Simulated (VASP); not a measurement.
# Ti2SiSe2 (I4/mmm) in VASP: notebook, part 2 of 2

VASP 6.6.1. Earlier steps stand in the parts before.

### 4 Single point, PBE, collinear spin

This run uses another cell than the first one, of 18.78 Å³/atom.

File INCAR:

```
PREC = Accurate
ENCUT = 520
EDIFF = 1E-7
ISMEAR = 0
SIGMA = 0.1
LREAL = False
LASPH = True
NELM = 150
ALGO = Normal
ISIF = 2
LWAVE = False
LCHARG = False
ISPIN = 2
MAGMOM = 1 1 0 0 0
LORBIT = 11
LMAXMIX = 4
GGA = PE
NBANDS = 32
```

File KPOINTS:

```
regular mesh
0
Gamma
  6 6 6
```

File POSCAR:

```
Ti2SiSe2
1.0
   -2.1393193700      2.1393193700      5.1295171200
    2.1393193700     -2.1393193700      5.1295171200
    2.1393193700      2.1393193700     -5.1295171200
Ti Si Se
2 1 2
Direct
    0.7500000000      0.2500000000      0.5000000000
    0.2500000000      0.7500000000      0.5000000000
    0.0000000000      0.0000000000      0.0000000000
    0.6296168600      0.6296168600      0.0000000000
    0.3703831400      0.3703831400      0.0000000000
```

Potentials or basis: VASP PAW PBE potentials, release 64 (Ti_sv, Si, Se).

Started as:

```sh
$ cat potpaw_PBE.64/Ti_sv/POTCAR potpaw_PBE.64/Si/POTCAR potpaw_PBE.64/Se/POTCAR > POTCAR
$ mpirun -np 1 vasp_std > vasp.out
```

OUTCAR:

```text
PREC = Accurate
   ENCUT = 520
   EDIFF = 1E-7
   ISMEAR = 0
   LREAL = False
   LASPH = True
   NELM = 150
   ISIF = 2
   ISPIN = 2
   LORBIT = 11
   GGA = PE

 ion  position               nearest neighbor table
   1  0.750  0.250  0.500-   5 2.47   4 2.47   5 2.47   4 2.47
   2  0.250  0.750  0.500-   5 2.47   4 2.47   5 2.47   4 2.47
   3  0.000  0.000  0.000-
   4  0.630  0.630  0.000-   2 2.47   1 2.47   1 2.47   2 2.47   5 2.66
   5  0.370  0.370  0.000-   1 2.47   2 2.47   2 2.47   1 2.47   4 2.66

  LATTYP: Found a body centered tetragonal cell.
 ALAT       =     4.2786387400
 C/A-ratio  =     2.3977332192

  Lattice vectors:

 A1 = (  -2.1393193700,   2.1393193700,   5.1295171200)
 A2 = (   2.1393193700,  -2.1393193700,   5.1295171200)
 A3 = (   2.1393193700,   2.1393193700,  -5.1295171200)

Analysis of symmetry for initial positions (statically):
=====================================================================
 Subroutine PRICEL returns:
 Original cell was already a primitive cell.

 Routine SETGRP: Setting up the symmetry group for a
 body centered tetragonal supercell.

 Subroutine GETGRP returns: Found 16 space group operations
 (whereof 16 operations were pure point group operations)
 out of a pool of 16 trial point group operations.

The static configuration has the point symmetry D_4h.

Analysis of symmetry for dynamics (positions and initial velocities):
=====================================================================
 Subroutine PRICEL returns:
 Original cell was already a primitive cell.

 Routine SETGRP: Setting up the symmetry group for a
 body centered tetragonal supercell.

 Subroutine GETGRP returns: Found 16 space group operations
 (whereof 16 operations were pure point group operations)
 out of a pool of 16 trial point group operations.

The dynamic configuration has the point symmetry D_4h.

Analysis of structural, dynamic, and magnetic symmetry:
=====================================================================
 Subroutine PRICEL returns:
 Original cell was already a primitive cell.

 Routine SETGRP: Setting up the symmetry group for a
 body centered tetragonal supercell.

 Subroutine GETGRP returns: Found 16 space group operations
 (whereof 16 operations were pure point group operations)
 out of a pool of 16 trial point group operations.

The overall configuration has the point symmetry D_4h.

 Subroutine INISYM returns: Found 16 space group operations
 (whereof 16 operations are pure point group operations),
 and found     1 'primitive' translations

----------------------------------------------------------------------------------------

                                     Primitive cell

  volume of cell :      93.9048

  direct lattice vectors                    reciprocal lattice vectors
    -2.139319370  2.139319370  5.129517120     0.000000000  0.233719195  0.097475062
     2.139319370 -2.139319370  5.129517120     0.233719195  0.000000000  0.097475062
     2.139319370  2.139319370 -5.129517120     0.233719195  0.233719195  0.000000000

  length of vectors
     5.955276704  5.955276704  5.955276704     0.253231218  0.253231218  0.330528855

  position of ions in fractional coordinates (direct lattice)
     0.750000000  0.250000000  0.500000000
     0.250000000  0.750000000  0.500000000
     0.000000000  0.000000000  0.000000000
[... 82 lines left out ...]
   EDIFF  = 0.1E-06   stopping-criterion for ELM
   LREAL  =      F    real-space projection
   EDIFFG = 0.1E-05   stopping-criterion for IOM
   NSW    =      0    number of steps for IOM
   IBRION =     -1    ionic relax: 0-MD 1-quasi-New 2-CG
   NFREE  =      0    steps in history (QN), initial steepest desc. (CG)
   ISIF   =      2    stress and relaxation
   ISYM   =      2    0-nonsym 1-usesym 2-fastsym
   POTIM  = 0.5000    time-step for ionic-motion
   TEBEG  =    0.0;   TEEND  =   0.0 temperature during run
   PSTRESS=    0.0 pullay stress
   NELECT =      40.0000    total number of electrons
   NUPDOWN=      -1.0000    fix difference up-down
   EMIN   =  10.00;   EMAX   =-10.00  energy-range for DOS
   EFERMI =   0.00;   METHOD = LEGACY
   ISMEAR =     0;   SIGMA  =   0.10  broadening in eV -4-tet -1-fermi 0-gaus
   EFERMI_NEDOS =   21; number of points for ismear=-14 and -15
   IALGO  =     38    algorithm
   IMIX   =      4    mixing-type and parameters
     AMIX     =   0.40;   BMIX     =  1.00
     AMIX_MAG =   1.60;   BMIX_MAG =  1.00
  volume/ion in A,a.u.               =      18.78       126.74
  Fermi-wavevector in a.u.,A,eV,Ry     =   1.231777  2.327722 20.643789  1.517276
  Thomas-Fermi vector in A             =   2.366574
   LORBIT       =     11    0 simple, 1 ext, 2 COOP (PROOUT), +10 PAW based schemes
   GGA     = PE    functional components
   LHFCALC =     F    Hartree Fock is set to
   AEXX    =    0.0000 exact exchange contribution
   IVDW    =     0    specifies the selected vdW correction
   LEPSILON=     F    determine dielectric tensor
   LRPA    =     F    only Hartree local field effects (RPA)
 spin polarized calculation
 Gauss-broadening in eV      SIGMA  =   0.10
  energy-cutoff  :      520.00
  volume of cell :       93.90
 maximum number of plane-waves:      2560
 NGX is ok and might be reduce to    48
   NGX = 23   NGY = 23   NGZ = 23

 number of electron      40.0000003 magnetization      -0.0000520

 number of electron      40.0000003 magnetization       0.0000151

 Free energy of the ion-electron system (eV)
  ---------------------------------------------------
  ext. energy  EPLUGINS =         0.00000000
  ---------------------------------------------------
  free energy    TOTEN  =       -29.18816466 eV

  energy without entropy =      -29.17572343  energy(sigma->0) =      -29.18194405

 E-fermi :   7.3067     XC(G=0): -10.6813

 val. band max:        7.2987584426   @ k =   0.1667   0.1667   0.1667
 cond. band min:       7.3898475166   @ k =  -0.1667   0.1667   0.1667
 fundamental gap:      0.0910890740
 Fermi energy:         7.3066879576

 spin component 1

 k-point     1 :       0.0000    0.0000    0.0000
  band No.  band energies     occupation
      1     -49.9386      1.00000
      2     -49.8831      1.00000
      3     -26.3661      1.00000
      4     -26.2930      1.00000
      5     -26.2885      1.00000
      6     -26.2885      1.00000
[... 829 lines left out ...]
     31      11.6587      0.00000
     32      13.4325      0.00000

 [... further k-points ...]

 spin component 2

 k-point     1 :       0.0000    0.0000    0.0000
  band No.  band energies     occupation
      1     -49.9386      1.00000
      2     -49.8831      1.00000
      3     -26.3661      1.00000
      4     -26.2930      1.00000
      5     -26.2885      1.00000
      6     -26.2885      1.00000
[... 829 lines left out ...]
     31      11.6587      0.00000
     32      13.4325      0.00000

 [... further k-points ...]
[... 5 lines left out ...]
  --------------------------------------------------------------------------------------
  -------------------------------------------------------------------------------------
  Total        5.3287318      5.3287318     -0.2824723      0.0000000      0.0000000      0.0000000
  in kB       90.9173410     90.9173410     -4.8194644      0.0000000      0.0000000      0.0000000
  external PRESSURE =      59.0050726 kB  Pullay stress =       0.0000000 kB

 VOLUME and BASIS-vectors are now :
 -----------------------------------------------------------------------------
  energy-cutoff  :      520.00
  volume of cell :       93.90
      direct lattice vectors                 reciprocal lattice vectors
    -2.139319370  2.139319370  5.129517120     0.000000000  0.233719195  0.097475062
     2.139319370 -2.139319370  5.129517120     0.233719195  0.000000000  0.097475062
     2.139319370  2.139319370 -5.129517120     0.233719195  0.233719195  0.000000000

 POSITION                                       TOTAL-FORCE (eV/Angst)
 -----------------------------------------------------------------------------------
      0.00000      2.13932      2.56476         0.000000      0.000000      0.000000
      2.13932      0.00000      2.56476         0.000000      0.000000      0.000000
      0.00000      0.00000      0.00000         0.000000      0.000000      0.000000
      0.00000      0.00000      6.45926        -0.000000     -0.000000      0.536655
      0.00000      0.00000      3.79977         0.000000      0.000000     -0.536655
 -----------------------------------------------------------------------------------
    total drift:                                0.000000      0.000000      0.000000

  FREE ENERGIE OF THE ION-ELECTRON SYSTEM (eV)
  ---------------------------------------------------
  free  energy   TOTEN  =       -29.1881646614 eV

  energy  without entropy=      -29.1757234295  energy(sigma->0) =      -29.18194405

 total charge

# of ion       s       p       d       tot
------------------------------------------
    1        2.171   6.130   2.020  10.322
    2        2.171   6.130   2.020  10.322
    3        0.890   0.616   0.000   1.505
    4        1.472   2.405   0.099   3.976
    5        1.472   2.405   0.099   3.976
--------------------------------------------------
tot          8.177  17.686   4.240  30.102

 magnetization (x)

# of ion       s       p       d       tot
------------------------------------------
    1       -0.000   0.000  -0.000  -0.000
    2       -0.000   0.000  -0.000  -0.000
    3       -0.000  -0.000   0.000  -0.000
    4       -0.000   0.000  -0.000   0.000
    5       -0.000   0.000  -0.000   0.000
--------------------------------------------------
tot         -0.000   0.000  -0.000  -0.000
```

stdout:

```text
POSCAR found type information on POSCAR TiSiSe
 POSCAR found :  3 types and       5 ions
 scaLAPACK will be used
 LDA part: xc-table for (Slater+PW92), standard interpolation
 POSCAR, INCAR and KPOINTS ok, starting setup
 FFT: planning ... GRIDC
 FFT: planning ... GRID_SOFT
 FFT: planning ... GRID
 WAVECAR not read
 entering main loop
```

Run time: 6.6 min. Hardware: 1 thread of Oxide Virtual Turin-like, shared host; peak memory 0.45 GiB.

Results:

- Free energy: -29.1882 eV
- Pressure: 5.9 GPa
- Largest force: 0.537 eV/Å
- Band gap on the k mesh: zero (filled and empty bands overlap)
- Net moment: 0.00 μB per cell
- Valence electrons inside the program's atomic spheres: Ti 10.32; Si 1.50; Se 3.98

Forces on the atoms (eV/Å):
```
Ti   0.000  0.000  0.000
Ti   0.000  0.000  0.000
Si   0.000  0.000  0.000
Se   0.000  0.000  0.537
Se   0.000  0.000 -0.537
```

Levels at points of the mesh, in eV from the Fermi level:
Spin up:
```csv
k point,band 17,band 18,band 19,band 20,band 21,band 22,band 23,band 24
"(0.00, 0.00, 0.00)",-3.70,-1.57,0.79,0.90,1.12,1.43,1.43,1.64
"(0.50, 0.00, 0.00)",-2.39,-0.97,-0.92,-0.70,-0.25,0.61,0.81,0.84
"(0.50, 0.50, 0.00)",-2.97,-1.43,-0.57,-0.22,-0.22,0.20,1.05,1.15
"(0.50, 0.50, 0.50)",-3.33,-1.54,-1.16,-0.05,0.39,0.39,1.61,1.71
```
Spin down:
```
           k point  band 18  band 19  band 20  band 21  band 22  band 23
(0.00, 0.00, 0.00)    -1.57     0.79     0.90     1.12     1.43     1.43
(0.50, 0.00, 0.00)    -0.97    -0.92    -0.70    -0.25     0.61     0.81
(0.50, 0.50, 0.00)    -1.43    -0.57    -0.22    -0.22     0.20     1.05
(0.50, 0.50, 0.50)    -1.54    -1.16    -0.05     0.39     0.39     1.61
```

Caveat: the cell stands under pressure.
